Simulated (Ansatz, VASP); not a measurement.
One calculation of Ag, two programs

```xyz
1
Lattice="0.0000 2.0427 2.0427 2.0427 0.0000 2.0427 2.0427 2.0427 0.0000" Properties=species:S:1:pos:R:3 pbc="T T T"
Ag    0.0000    0.0000    0.0000
```

Alike in both runs: functional revPBE; k mesh 6 × 6 × 6; occupations fermi-dirac, width 0.05 eV; no spin polarisation.

|  | VASP | Ansatz |
| --- | --- | --- |
| version | VASP 6.6.1 | Ansatz 0.2.0 |
| potentials or method | VASP PAW PBE potentials, release 64 (Ag) | Ansatz PAW |
| plane-wave cutoff (eV) | 520 | 420 |
| valence electrons in the cell | 11 | 19 |
| task | single point | projected density of states |

VASP gave:

| Item | Value |
| --- | --- |
| gap on the k mesh at the Fermi level (eV) | none |
| pressure (GPa) | 8.3 |

**Question.** Which values does Ansatz return?

**Answer.** gap on the k mesh at the Fermi level (eV): none; pressure (GPa): 8.4.

VASP's potentials were made for PBE, not for revPBE. A gap of «none» marks a metal or a gap that the smearing closes. With one functional, cell and mesh, what is left measures potentials, basis and numerics. VASP's potentials hold 11 valence electrons a cell and Ansatz's 19, so a difference there can come from the potentials and not from the codes.

The k mesh is coarse, so the values compare programs but aren't converged.
